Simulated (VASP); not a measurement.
# SnTe3 (Fm-3m) in VASP: notebook

SnTe3 is run at these levels: PBE; tasks: single point.

All numbers are computed with VASP 6.6.1; they aren't measurements. Logs are shortened: lines on timing, memory, paths and dates and some standing lists are left out, and cuts for length are marked.

## (1) The cell of the first run

It takes space group Fm-3m (No. 225, cubic). The conventional cell has a = 7.746 Å, b = 7.746 Å, c = 7.746 Å, α = 90.00°, β = 90.00°, γ = 90.00°. Sn (site symmetry m-3m) has 14 Te at 3.35 to 3.87 Å within 4.4 Å. Within 4.4 Å of Te (site symmetry m-3m) lie 8 Te at 3.35 Å and 6 Sn at 3.87 Å. Te (site symmetry -43m) has 10 Te at 3.35 to 3.87 Å and 4 Sn at 3.35 Å within 4.4 Å.

The cell was generated, and may not be a known phase.

## (2) Single point, PBE

Contents of INCAR:

```
SYSTEM = SnTe3
PREC     = Accurate       ! precision mode
ENCUT    = 520            ! plane-wave cutoff, eV
EDIFF    = 1E-6           ! SCF threshold, eV
ISMEAR   = 0              ! smearing method
SIGMA    = 0.1            ! smearing width, eV
LREAL    = .FALSE.        ! projectors in reciprocal space
LASPH    = .TRUE.         ! aspherical terms in the spheres
NELM     = 60             ! most SCF steps
ALGO     = Normal         ! electronic algorithm
ISIF     = 2              ! what is computed and relaxed
LWAVE    = .FALSE.        ! write WAVECAR
LCHARG   = .TRUE.         ! write CHGCAR
GGA      = PE             ! functional
LELF     = .TRUE.         ! ELF
LVHAR    = .TRUE.       
NBANDS   = 24             ! bands
```

Contents of KPOINTS:

```
Automatic mesh
0
G
  4 4 4
  0 0 0
```

Contents of POSCAR:

```
SnTe3
1.0
    0.0000000000      3.8729329851      3.8729329851
    3.8729329851      0.0000000000      3.8729329851
    3.8729329851      3.8729329851      0.0000000000
Sn Te
1 3
Direct
    0.0000000000      0.0000000000      0.0000000000
    0.5000000000      0.5000000000      0.5000000000
    0.7500000000      0.7500000000      0.7500000000
    0.2500000000      0.2500000000      0.2500000000
```

Potentials or basis: VASP PAW PBE potentials, release 64 (Sn_d, Te).

Started as:

```sh
cat potpaw_PBE.64/Sn_d/POTCAR potpaw_PBE.64/Te/POTCAR > POTCAR
mpirun -np 1 vasp_std > vasp.out
```

OUTCAR:

```text
SYSTEM = SnTe3
   PREC = Accurate
   ENCUT = 520
   EDIFF = 1E-6
   ISMEAR = 0
   LREAL = .FALSE.
   LASPH = .TRUE.
   NELM = 60
   ISIF = 2
   GGA = PE

 ion  position               nearest neighbor table
   1  0.000  0.000  0.000-   3 3.35   3 3.35   3 3.35   4 3.35   4 3.35   4 3.35   4 3.35   3 3.35

   2  0.500  0.500  0.500-   4 3.35   4 3.35   4 3.35   3 3.35   3 3.35   3 3.35   4 3.35   3 3.35

   3  0.750  0.750  0.750-   2 3.35   2 3.35   2 3.35   1 3.35   1 3.35   1 3.35   2 3.35   1 3.35

   4  0.250  0.250  0.250-   1 3.35   1 3.35   1 3.35   2 3.35   2 3.35   2 3.35   2 3.35   1 3.35

  LATTYP: Found a face centered cubic cell.
 ALAT       =     7.7458659702

  Lattice vectors:

 A1 = (   0.0000000000,   3.8729329851,   3.8729329851)
 A2 = (   3.8729329851,   0.0000000000,   3.8729329851)
 A3 = (   3.8729329851,   3.8729329851,   0.0000000000)

Analysis of symmetry for initial positions (statically):
=====================================================================
 Subroutine PRICEL returns:
 Original cell was already a primitive cell.

 Routine SETGRP: Setting up the symmetry group for a
 face centered cubic supercell.

 Subroutine GETGRP returns: Found 48 space group operations
 (whereof 48 operations were pure point group operations)
 out of a pool of 48 trial point group operations.

The static configuration has the point symmetry O_h .

Analysis of symmetry for dynamics (positions and initial velocities):
=====================================================================
 Subroutine PRICEL returns:
 Original cell was already a primitive cell.

 Routine SETGRP: Setting up the symmetry group for a
 face centered cubic supercell.

 Subroutine GETGRP returns: Found 48 space group operations
 (whereof 48 operations were pure point group operations)
 out of a pool of 48 trial point group operations.

The dynamic configuration has the point symmetry O_h .

 Subroutine INISYM returns: Found 48 space group operations
 (whereof 48 operations are pure point group operations),
 and found     1 'primitive' translations

----------------------------------------------------------------------------------------

                                     Primitive cell

  volume of cell :     116.1850

  direct lattice vectors                    reciprocal lattice vectors
     0.000000000  3.872932985  3.872932985    -0.129101124  0.129101124  0.129101124
     3.872932985  0.000000000  3.872932985     0.129101124 -0.129101124  0.129101124
     3.872932985  3.872932985  0.000000000     0.129101124  0.129101124 -0.129101124

  length of vectors
     5.477154354  5.477154354  5.477154354     0.223609705  0.223609705  0.223609705

  position of ions in fractional coordinates (direct lattice)
     0.000000000  0.000000000  0.000000000
     0.500000000  0.500000000  0.500000000
     0.750000000  0.750000000  0.750000000
     0.250000000  0.250000000  0.250000000

  ion indices of the primitive-cell ions
   primitive index   ion index
                 1           1
                 2           2
                 3           3
                 4           4

----------------------------------------------------------------------------------------

 KPOINTS: Automatic mesh

Automatic generation of k-mesh.
 Grid dimensions read from file:
 generate k-points for:    4    4    4

 Generating k-lattice:

  Cartesian coordinates                     Fractional coordinates (reciprocal lattice)
    -0.032275281  0.032275281  0.032275281     0.250000000  0.000000000  0.000000000
     0.032275281 -0.032275281  0.032275281     0.000000000  0.250000000  0.000000000
     0.032275281  0.032275281 -0.032275281     0.000000000  0.000000000  0.250000000

  Length of vectors
     0.055902426  0.055902426  0.055902426

  Shift w.r.t. Gamma in fractional coordinates (k-lattice)
     0.000000000  0.000000000  0.000000000

 Subroutine IBZKPT returns following result:
 ===========================================

 Found      8 irreducible k-points:

 Following reciprocal coordinates:
            Coordinates               Weight
  0.000000  0.000000  0.000000      1.000000
  0.250000  0.000000  0.000000      8.000000
  0.500000  0.000000  0.000000      4.000000
  0.250000  0.250000  0.000000      6.000000
  0.500000  0.250000  0.000000     24.000000
 -0.250000  0.250000  0.000000     12.000000
  0.500000  0.500000  0.000000      3.000000
 -0.250000  0.500000  0.250000      6.000000
   k-points           NKPTS =      8   k-points in BZ     NKDIM =      8   number of bands    NBANDS=     24
   number of dos      NEDOS =    301   number of ions     NIONS =      4
   total plane-waves  NPLWV =  74088
   dimension x,y,z NGX =    42 NGY =   42 NGZ =   42
   dimension x,y,z NGXF=    84 NGYF=   84 NGZF=   84
   ions per type =               1   3
   NGX,Y,Z   is equivalent  to a cutoff of  12.75, 12.75, 12.75 a.u.
   NGXF,Y,Z  is equivalent  to a cutoff of  25.50, 25.50, 25.50 a.u.
 SYSTEM =  SnTe3
   PREC   = accura    normal or accurate (medium, high low for compatibility)
   ISTART =      0    job   : 0-new  1-cont  2-samecut
   ICHARG =      2    charge: 1-file 2-atom 10-const
   ISPIN  =      1    spin polarized calculation?
   LNONCOLLINEAR =      F non collinear calculations
   LSORBIT =      F    spin-orbit coupling
   LASPH  =      T    aspherical Exc in radial PAW
   ENCUT  =  520.0 eV  38.22 Ry    6.18 a.u.  10.18 10.18 10.18*2*pi/ulx,y,z
   NELM   =     60;   NELMIN=  2; NELMDL= -5     # of ELM steps
   EDIFF  = 0.1E-05   stopping-criterion for ELM
   LREAL  =      F    real-space projection
   EDIFFG = 0.1E-04   stopping-criterion for IOM
   NSW    =      0    number of steps for IOM
   IBRION =     -1    ionic relax: 0-MD 1-quasi-New 2-CG
   NFREE  =      0    steps in history (QN), initial steepest desc. (CG)
   ISIF   =      2    stress and relaxation
   ISYM   =      2    0-nonsym 1-usesym 2-fastsym
   POTIM  = 0.5000    time-step for ionic-motion
   TEBEG  =    0.0;   TEEND  =   0.0 temperature during run
   PSTRESS=    0.0 pullay stress
   NELECT =      32.0000    total number of electrons
   NUPDOWN=      -1.0000    fix difference up-down
   EMIN   =  10.00;   EMAX   =-10.00  energy-range for DOS
   EFERMI =   0.00;   METHOD = LEGACY
   ISMEAR =     0;   SIGMA  =   0.10  broadening in eV -4-tet -1-fermi 0-gaus
   EFERMI_NEDOS =   21; number of points for ismear=-14 and -15
   IALGO  =     38    algorithm
   IMIX   =      4    mixing-type and parameters
     AMIX     =   0.40;   BMIX     =  1.00
     AMIX_MAG =   1.60;   BMIX_MAG =  1.00
  volume/ion in A,a.u.               =      29.05       196.01
  Fermi-wavevector in a.u.,A,eV,Ry     =   1.065144  2.012830 15.436231  1.134531
  Thomas-Fermi vector in A             =   2.200686
   LORBIT       =      0    0 simple, 1 ext, 2 COOP (PROOUT), +10 PAW based schemes
   GGA     = PE    functional components
   LHFCALC =     F    Hartree Fock is set to
   AEXX    =    0.0000 exact exchange contribution
   IVDW    =     0    specifies the selected vdW correction
   LEPSILON=     F    determine dielectric tensor
   LRPA    =     F    only Hartree local field effects (RPA)
 non-spin polarized calculation
 Gauss-broadening in eV      SIGMA  =   0.10
  energy-cutoff  :      520.00
  volume of cell :      116.18
 maximum number of plane-waves:      3156
 NGX is ok and might be reduce to    42
   NGX = 21   NGY = 21   NGZ = 21

 number of electron      32.0000000 magnetization

 Free energy of the ion-electron system (eV)
  ---------------------------------------------------
  ext. energy  EPLUGINS =         0.00000000
  ---------------------------------------------------
  free energy    TOTEN  =       -12.63827173 eV

  energy without entropy =      -12.60564483  energy(sigma->0) =      -12.62195828

 E-fermi :   7.6519     XC(G=0):  -9.9919

 val. band max:        7.6456866035   @ k =   0.2500   0.2500   0.0000
 cond. band min:       7.6944572025   @ k =   0.5000   0.2500   0.0000
 fundamental gap:      0.0487705990
 Fermi energy:         7.6519263655

 k-point     1 :       0.0000    0.0000    0.0000
  band No.  band energies     occupation
      1     -14.0332      2.00000
      2     -14.0332      2.00000
      3     -14.0332      2.00000
      4     -14.0296      2.00000
      5     -14.0296      2.00000
      6      -5.7997      2.00000
[... 16 lines left out ...]
     23      11.6322      0.00000
     24      17.7435      0.00000

 k-point     2 :       0.2500    0.0000    0.0000
  band No.  band energies     occupation
      1     -14.0337      2.00000
      2     -14.0328      2.00000
      3     -14.0328      2.00000
      4     -14.0296      2.00000
      5     -14.0296      2.00000
      6      -5.4215      2.00000
[... 16 lines left out ...]
     23      12.2180      0.00000
     24      16.4715      0.00000

 k-point     3 :       0.5000    0.0000    0.0000
  band No.  band energies     occupation
      1     -14.0342      2.00000
      2     -14.0326      2.00000
      3     -14.0326      2.00000
      4     -14.0296      2.00000
      5     -14.0296      2.00000
      6      -4.6692      2.00000
[... 16 lines left out ...]
     23      15.2748      0.00000
     24      15.2749      0.00000

 k-point     4 :       0.2500    0.2500    0.0000
  band No.  band energies     occupation
      1     -14.0343      2.00000
      2     -14.0325      2.00000
      3     -14.0325      2.00000
      4     -14.0300      2.00000
      5     -14.0294      2.00000
      6      -5.2933      2.00000
[... 16 lines left out ...]
     23      13.7628      0.00000
     24      15.7519      0.00000

 k-point     5 :       0.5000    0.2500    0.0000
  band No.  band energies     occupation
      1     -14.0343      2.00000
      2     -14.0326      2.00000
      3     -14.0321      2.00000
      4     -14.0300      2.00000
      5     -14.0294      2.00000
      6      -4.5324      2.00000
[... 16 lines left out ...]
     23      14.1717      0.00000
     24      14.9713      0.00000

 k-point     6 :      -0.2500    0.2500    0.0000
  band No.  band energies     occupation
      1     -14.0336      2.00000
      2     -14.0331      2.00000
      3     -14.0324      2.00000
      4     -14.0297      2.00000
      5     -14.0297      2.00000
      6      -4.8410      2.00000
[... 16 lines left out ...]
     23      14.7485      0.00000
     24      14.9490      0.00000

 k-point     7 :       0.5000    0.5000    0.0000
  band No.  band energies     occupation
      1     -14.0354      2.00000
      2     -14.0317      2.00000
      3     -14.0317      2.00000
      4     -14.0304      2.00000
      5     -14.0292      2.00000
      6      -3.9628      2.00000
[... 16 lines left out ...]
     23      13.1250      0.00000
     24      13.1922      0.00000

 k-point     8 :      -0.2500    0.5000    0.2500
  band No.  band energies     occupation
      1     -14.0336      2.00000
      2     -14.0336      2.00000
      3     -14.0317      2.00000
      4     -14.0301      2.00000
      5     -14.0295      2.00000
      6      -3.9409      2.00000
[... 16 lines left out ...]
     23      14.3284      0.00000
     24      14.6465      0.00000

------------------------ aborting loop because EDIFF is reached ----------------------------------------

  FORCE on cell =-STRESS in cart. coord.  units (eV):
  Direction    XX          YY          ZZ          XY          YZ          ZX
  --------------------------------------------------------------------------------------
  -------------------------------------------------------------------------------------
  Total       -0.0990448     -0.0990448     -0.0990448      0.0000000      0.0000000      0.0000000
  in kB       -1.3658159     -1.3658159     -1.3658159      0.0000000      0.0000000      0.0000000
  external PRESSURE =      -1.3658159 kB  Pullay stress =       0.0000000 kB

 VOLUME and BASIS-vectors are now :
 -----------------------------------------------------------------------------
  energy-cutoff  :      520.00
  volume of cell :      116.18
      direct lattice vectors                 reciprocal lattice vectors
     0.000000000  3.872932985  3.872932985    -0.129101124  0.129101124  0.129101124
     3.872932985  0.000000000  3.872932985     0.129101124 -0.129101124  0.129101124
     3.872932985  3.872932985  0.000000000     0.129101124  0.129101124 -0.129101124

 POSITION                                       TOTAL-FORCE (eV/Angst)
 -----------------------------------------------------------------------------------
      0.00000      0.00000      0.00000        -0.000000     -0.000000     -0.000000
      3.87293      3.87293      3.87293        -0.000000     -0.000000     -0.000000
      5.80940      5.80940      5.80940         0.000000      0.000000      0.000000
      1.93647      1.93647      1.93647        -0.000000      0.000000      0.000000
 -----------------------------------------------------------------------------------
    total drift:                               -0.000000      0.000000      0.000000

  FREE ENERGIE OF THE ION-ELECTRON SYSTEM (eV)
  ---------------------------------------------------
  free  energy   TOTEN  =       -12.6382717304 eV

  energy  without entropy=      -12.6056448263  energy(sigma->0) =      -12.62195828
```

Run time: 56 s. Hardware: 1 thread of Intel Xeon 8259CL, shared host; peak memory 0.25 GiB.

Results:

```yaml
Free_energy: -12.6383 eV
Pressure: -0.1 GPa
Band_gap_on_the_k_mesh: zero (bands 16 and 17 overlap by 2.18 eV)
```

Caveat: spin-orbit coupling is left out, which moves the levels of the heavy elements.

## (3) Single point, PBE

This run uses another cell than the first one, of 35.81 Å³/atom.

Contents of INCAR:

```
SYSTEM = SnTe3
PREC = Accurate ; ENCUT = 520
EDIFF = 1E-7 ; ISMEAR = 0
SIGMA = 0.1 ; LREAL = .False.
LASPH = .True. ; NELM = 100
ALGO = Normal ; ISIF = 2
LWAVE = .False. ; LCHARG = .False.
GGA = PE ; NBANDS = 24
```

Contents of KPOINTS:

```
regular mesh
0
Gamma
  4 4 4
  0 0 0
```

Contents of POSCAR:

```
SnTe3
1.0
    0.0000000000      4.1529587000      4.1529587000
    4.1529587000      0.0000000000      4.1529587000
    4.1529587000      4.1529587000      0.0000000000
Sn Te
1 3
Direct
    0.0000000000      0.0000000000      0.0000000000
    0.5000000000      0.5000000000      0.5000000000
    0.7500000000      0.7500000000      0.7500000000
    0.2500000000      0.2500000000      0.2500000000
```

Potentials or basis: VASP PAW PBE potentials, release 64 (Sn_d, Te).

Started as:

```sh
cat potpaw_PBE.64/Sn_d/POTCAR potpaw_PBE.64/Te/POTCAR > POTCAR
mpirun -np 1 vasp_std > vasp.out
```

Run time: 66 s. Hardware: 1 thread of Intel Xeon 8259CL, shared host; peak memory 0.31 GiB.

Results (log left out):

* Free energy: -11.9832 eV
* Pressure: -6.3 GPa
* Band gap on the k mesh: zero (bands 16 and 17 overlap by 1.59 eV)

Levels at points of the mesh, in eV from the Fermi level:
```
           k point  band 12  band 13  band 14  band 15  band 16  band 17  band 18  band 19  band 20  band 21
(0.00, 0.00, 0.00)    -2.49    -2.42    -2.42    -2.42    -1.29    -1.29    -1.29     2.99     2.99     2.99
(0.50, 0.00, 0.00)    -2.51    -2.51    -1.96    -1.72     0.30     0.30     0.71     1.77     1.77     2.50
(0.50, 0.50, 0.00)    -1.53    -1.20    -0.46    -0.46    -0.05     0.10     0.10     1.65     2.70     2.70
```

Caveat: the cell stands under tension; spin-orbit coupling is left out, which moves the levels of the heavy elements.

The gap in the log of VASP goes by the Fermi energy; the results here count the filled bands.